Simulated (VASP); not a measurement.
The system is NiO.

```xyz
2
Lattice="0.0000 2.0913 2.0913 2.0913 0.0000 2.0913 2.0913 2.0913 0.0000" Properties=species:S:1:pos:R:3 pbc="T T T"
Ni    0.0000    0.0000    0.0000
O     2.0913    2.0913    2.0913
```

Base run:

| Property | Result |
| --- | --- |
| Program | VASP 6.6.1 |
| Functional | PBE |
| Dispersion | D3(BJ) |
| Potentials or basis | VASP PAW PBE potentials, release 64 (Ni, O) |
| Cutoff | 600 eV |
| k mesh | 10 × 10 × 10 |
| Occupations | gaussian, width 0.01 eV |
| Spin | collinear spin, ferromagnetic start |
| Starting moments | [2.0, 0.0] μB |
| Hubbard terms | Ni d U = 6.2 eV |

Its results: band gap on the k mesh 2.53 eV, indirect (least direct gap 3.17 eV); pressure -1.8 GPa; net moment 2.00 μB per cell; site moments Ni +1.82; O +0.17 μB.

Q: The run is repeated on the same cell with these changes: dispersion from D3(BJ) to none; occupations from gaussian, width 0.01 eV to tetrahedron. What comes out?

A: Band gap on the k mesh 2.53 eV, indirect (least direct gap 3.17 eV); pressure 1.6 GPa; net moment 2.00 μB per cell; site moments Ni +1.82; O +0.17 μB.

Caveats: a cell with one magnetic atom can't hold antiferromagnetic order, which such compounds often take; three body term missing (some runs).

A k mesh can miss the band edges.
